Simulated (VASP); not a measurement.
# Au: single point with PBE

Crystal: Au.

```
Au
1.0
     0.00000    0.00000   -4.88309
    -4.37822   -2.52777    0.00000
     0.00000    5.05554    0.00000
Au
6
Cartesian
  -2.9188 1.6852 -3.6623
  -4.3782 -0.8426 -3.6623
  -1.4594 -0.8426 -3.6623
  -1.4594 0.8426 -1.2208
  -2.9188 3.3704 -1.2208
  -4.3782 0.8426 -1.2208
```

* Program: VASP 6.6.1
* Task: single point
* Functional: PBE
* Potentials or basis: VASP PAW PBE potentials, release 64 (Au)
* Cutoff: 520 eV
* k mesh: 8 × 12 × 12
* Occupations: gaussian, width 0.1 eV
* Spin: no spin polarisation

| Quantity | Value |
| --- | --- |
| Pressure | -0.4 GPa |
| Band gap on the k mesh | zero (band 33 reaches 12.58 eV, above the bottom of band 34 at 6.92 eV) |

Levels at points of the mesh, in eV from the Fermi level:
| k point | band 30 | band 31 | band 32 | band 33 | band 34 | band 35 | band 36 | band 37 |
| --- | --- | --- | --- | --- | --- | --- | --- | --- |
| (0.00, 0.00, 0.00) | -2.12 | -2.12 | -0.83 | 2.23 | 2.23 | 2.23 | 2.23 | 2.49 |
| (0.50, 0.00, 0.00) | -2.07 | -2.07 | -2.07 | 4.04 | 4.04 | 4.04 | 4.04 | 4.51 |
| (0.00, 0.50, 0.00) | -1.90 | -1.84 | -1.67 | 0.38 | 1.46 | 2.89 | 2.89 | 4.05 |
| (0.50, 0.50, 0.00) | -1.74 | -1.63 | -1.63 | -1.63 | -1.63 | 0.60 | 0.60 | 3.70 |

Run time: 11 min on 1 thread of AMD EPYC 7R13 Processor (Zen 3), with other jobs on the host, peak memory 0.4 GiB.

Caveat: spin-orbit coupling is left out, which moves the levels of the heavy elements.
